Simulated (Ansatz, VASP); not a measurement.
## One calculation of ZnRe2, two programs

INCAR

```
PREC     = Accurate       # precision mode
ENCUT    = 520            # plane-wave cutoff, eV
EDIFF    = 1E-6           # SCF threshold, eV
ISMEAR   = -1             # smearing method
SIGMA    = 0.05           # smearing width, eV
LREAL    = F              # projectors in reciprocal space
LASPH    = T              # aspherical terms in the spheres
NELM     = 100            # most SCF steps
ALGO     = Fast           # electronic algorithm
ISIF     = 2              # what is computed and relaxed
LWAVE    = F              # write WAVECAR
LCHARG   = F              # write CHGCAR
LMAXMIX  = 4              # l up to which the mixer works
GGA      = CA             # functional
NBANDS   = 20             # bands
```

File KPOINTS:

```
Automatic mesh
0
Gamma
  8 8 8
```

File POSCAR:

```
ZnRe2
1.0
    0.0000000000      2.8955600000      2.8955600000
    2.8955600000      0.0000000000      2.8955600000
    2.8955600000      2.8955600000      0.0000000000
Zn Re
1 2
Direct
    0.0000000000      0.0000000000      0.0000000000
    0.7500000000      0.7500000000      0.7500000000
    0.2500000000      0.2500000000      0.2500000000
```

KPOINTS_OPT

```
path GXWKGLUWLK,UX
20
line-mode
reciprocal
 0.0000000000  0.0000000000  0.0000000000  G
 0.5000000000  0.0000000000  0.5000000000  X

 0.5000000000  0.0000000000  0.5000000000  X
 0.5000000000  0.2500000000  0.7500000000  W

 0.5000000000  0.2500000000  0.7500000000  W
 0.3750000000  0.3750000000  0.7500000000  K

 0.3750000000  0.3750000000  0.7500000000  K
 0.0000000000  0.0000000000  0.0000000000  G

 0.0000000000  0.0000000000  0.0000000000  G
 0.5000000000  0.5000000000  0.5000000000  L

 0.5000000000  0.5000000000  0.5000000000  L
 0.6250000000  0.2500000000  0.6250000000  U

 0.6250000000  0.2500000000  0.6250000000  U
 0.5000000000  0.2500000000  0.7500000000  W

 0.5000000000  0.2500000000  0.7500000000  W
 0.5000000000  0.5000000000  0.5000000000  L

 0.5000000000  0.5000000000  0.5000000000  L
 0.3750000000  0.3750000000  0.7500000000  K

 0.6250000000  0.2500000000  0.6250000000  U
 0.5000000000  0.0000000000  0.5000000000  X
```

File input.yaml:

```yaml
crystal:
  lattice:
    - [0.0, 2.89556, 2.89556]
    - [2.89556, 0.0, 2.89556]
    - [2.89556, 2.89556, 0.0]
  atoms:
    - { symbol: Zn, position: [0.0, 0.0, 0.0] }
    - { symbol: Re, position: [0.75, 0.75, 0.75] }
    - { symbol: Re, position: [0.25, 0.25, 0.25] }
hamiltonian:
  xc: lda
  pseudopotentials: { kind: paw }
kpoints:
  mp_grid: { grid: [8, 8, 8] }
  band_path:
    path:
      - [[0.0, 0.0, 0.0], [0.5, 0.0, 0.5], [0.5, 0.25, 0.75], [0.375, 0.375, 0.75], [0.0, 0.0, 0.0], [0.5, 0.5, 0.5], [0.625, 0.25, 0.625], [0.5, 0.25, 0.75], [0.5, 0.5, 0.5], [0.375, 0.375, 0.75]]
      - [[0.625, 0.25, 0.625], [0.5, 0.0, 0.5]]
    npoints: 14
scf:
  occupations: { method: fermi_dirac, width: 0.05 }
  n_extra_bands: 7
output:
  forces: true
  stress: true
  eigenvalues: true
  fatbands: false
  write_density: true
  write_potential: true
  elf: true
  volumetric_format: npy
```

Alike in both runs: task band structure; functional LDA; k mesh 8 × 8 × 8; occupations fermi-dirac, width 0.05 eV; no spin polarisation.

|  | VASP | Ansatz |
| --- | --- | --- |
| version | VASP 6.6.1 | Ansatz 0.2.0 |
| potentials or method | VASP PAW LDA potentials, release 64 (Zn, Re) | Ansatz PAW |
| plane-wave cutoff (eV) | 520 | 420 |
| valence electrons in the cell | 26 | 42 |

|  | VASP | Ansatz | Ansatz less VASP |
| --- | --- | --- | --- |
| gap on the k mesh at the Fermi level (eV) | none | none | - |
| pressure (GPa) | -11.2 | -12.2 | -1.00 |

LDA's correlation is that of Perdew and Zunger in VASP and of Perdew and Wang (1992) in Ansatz. A gap of «none» marks a metal or a gap that the smearing closes. VASP's potentials hold 26 valence electrons a cell and Ansatz's 42, so a difference there can come from the potentials and not from the codes.

Neither program's run includes spin-orbit coupling.
